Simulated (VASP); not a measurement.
Hf3N, 8 atoms in the cell. The structure is hexagonal, space group P6_3/mmc (No. 194). The conventional cell has a = 5.803 Å, b = 5.803 Å, c = 4.839 Å, α = 90.00°, β = 90.00°, γ = 120.00°. Within 3.7 Å of Hf (site symmetry mm2) lie 8 Hf at 2.83 to 2.97 Å and 4 N at 2.90 to 2.92 Å. Within 3.8 Å of N (site symmetry -6m2) lie 12 Hf at 2.90 to 2.92 Å. 

* Program: VASP 6.6.1
* Task: single point
* Functional: PBE
* Potentials or basis: VASP PAW PBE potentials, release 64 (Hf_pv, N)
* Cutoff: 520 eV
* k mesh: 3 × 3 × 4
* Occupations: gaussian, width 0.1 eV
* Spin: no spin polarisation
* Dipole correction: no
* Further INCAR settings: ALGO = Normal; EDIFF = 1e-06; NBANDS = 45

Potentials or basis: VASP PAW PBE potentials, release 64 (Hf_pv, N).

The run is started by

```console
$ cat potpaw_PBE.64/Hf_pv/POTCAR potpaw_PBE.64/N/POTCAR > POTCAR
$ mpirun -np 1 vasp_std > vasp.out
```

Hardware: 1 thread of Intel(R) Xeon(R) Platinum 8259CL CPU @ 2.50GHz (Skylake/Cascade Lake), with other jobs on the host.

Problem. How long does it take, and how much memory?

Solution. Wall time 77 s on 1 thread of Intel(R) Xeon(R) Platinum 8259CL CPU @ 2.50GHz (Skylake/Cascade Lake) (shared host), peak memory 0.28 GiB. Counts: scf iterations 15, k points 9.
